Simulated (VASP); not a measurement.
Here is a VASP 6.6.1 calculation.

File INCAR:

```
PREC     = Accurate       # precision mode
ENCUT    = 520            # plane-wave cutoff, eV
EDIFF    = 1E-6           # SCF threshold, eV
ISMEAR   = -1             # smearing method
SIGMA    = 0.1            # smearing width, eV
LREAL    = F              # projectors in reciprocal space
LASPH    = T              # aspherical terms in the spheres
NELM     = 60             # most SCF steps
ALGO     = Normal         # electronic algorithm
ISIF     = 2              # what is computed and relaxed
LWAVE    = F              # write WAVECAR
LCHARG   = T              # write CHGCAR
GGA      = PS             # functional
LELF     = T              # ELF
LVHAR    = T            
NBANDS   = 33             # bands
```

The input KPOINTS:

```
regular mesh
0
Gamma
  5 5 8
```

POSCAR

```
TaN
1.0
    5.0535715410      0.0000000000      0.0000000000
   -2.5267857705      4.3765213363      0.0000000000
    0.0000000000      0.0000000000      2.8312060731
Ta N
3 3
Direct
    0.3333333333      0.6666666667      0.5000000000
    0.6666666667      0.3333333333      0.5000000000
    0.0000000000      0.0000000000      0.0000000000
    0.3928500000      0.0000000000      0.0000000000
    0.6071500000      0.6071500000      0.0000000000
    0.0000000000      0.3928500000      0.0000000000
```

Potentials or basis: VASP PAW PBE potentials, release 64 (Ta_pv, N).

Command:

```sh
$ cat potpaw_PBE.64/Ta_pv/POTCAR potpaw_PBE.64/N/POTCAR > POTCAR
$ mpirun -np 1 vasp_std > vasp.out
```

Problem. What does it give for the largest force?

Solution. 0.387 eV/Å.

Problem. Estimate the band gap on the k mesh.

Solution. Zero (bands 24 and 25 overlap by 3.42 eV).

Stress tensor (GPa, compression positive):
```
29.56  0.00  0.00
 0.00 29.56  0.00
 0.00  0.00 29.09
```

Caveat: the cell stands under pressure; the PAW data sets were made with another functional, which shifts forces and pressure a little; spin-orbit coupling is left out, which moves the levels of the heavy elements.
